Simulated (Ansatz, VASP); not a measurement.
Si2C: VASP beside Ansatz

File INCAR:

```
SYSTEM = Si2C
  PREC = Accurate
  ENCUT = 600
  EDIFF = 1E-6
  ISMEAR = 0
  SIGMA = 0.1
  LREAL = .False.
  LASPH = .True.
  NELM = 200
  ALGO = Normal
  ISIF = 2
  LWAVE = .False.
  LCHARG = .False.
  ISPIN = 2
  MAGMOM = 0 0 1
  LORBIT = 11
  GGA = PE
  NBANDS = 17
  GGA_COMPAT = .False.
```

The input KPOINTS:

```
Automatic mesh
0
Gamma
  6 6 6
  0 0 0
```

Contents of POSCAR:

```
Si2C
1.0
    4.4324547400      0.0000000000      0.0000000000
   -2.2162273700      3.8386184100      0.0000000000
    0.0000000000      0.0000000000      2.8597836300
Si C
2 1
Direct
    0.3333333300      0.6666666700      0.5000000000
    0.6666666700      0.3333333300      0.5000000000
    0.0000000000      0.0000000000      0.0000000000
```

Input for Ansatz:

```yaml
crystal:
  lattice:
    - [4.43245474, 0.0, 0.0]
    - [-2.21622737, 3.83861841, 0.0]
    - [0.0, 0.0, 2.85978363]
  atoms:
    - { symbol: Si, position: [0.33333333, 0.66666667, 0.5] }
    - { symbol: Si, position: [0.66666667, 0.33333333, 0.5] }
    - { symbol: C, position: [0.0, 0.0, 0.0], spin: 1.0 }
basis:
  ecutwfc: 420
kpoints:
  mp_grid: { grid: [6, 6, 6] }
hamiltonian:
  xc: pbe
scf:
  occupations: { method: gaussian, width: 0.1 }
  lower_state_search: "off"
output:
  forces: true
  stress: true
  eigenvalues: true
  populations: true
magnetization:
  spin_polarized: true
```

Change from the starting cell: species swapped into the Li2Pd type (P6/mmm, No. 191).

Alike in both runs: task single point; functional PBE; k mesh 6 × 6 × 6; occupations gaussian, width 0.1 eV; collinear spin.

```csv
,VASP,Ansatz
version,VASP 6.6.1,Ansatz 0.2.0
potentials or method,"VASP PAW PBE potentials, release 64 (Si, C), cutoff 600 eV","scalar-relativistic, plane waves, PAW"
valence electrons in the cell,12,12
```

|  | VASP | Ansatz | Ansatz less VASP |
| --- | --- | --- | --- |
| gap on the k mesh at the Fermi level (eV) | none | none | - |
| pressure (GPa) | -16.5 | -16.5 | +0.03 |
| traceless stress, the component that is largest in VASP (GPa) | 1.73 | 1.73 | +0.002 |
| net moment per atom (μB) | 0.00 | 0.00 | 0.000 |

A gap of «none» marks a metal or a gap that the smearing closes. Ansatz's warnings: seeded moment not kept.

The k mesh is coarse, so the values compare programs but aren't converged.
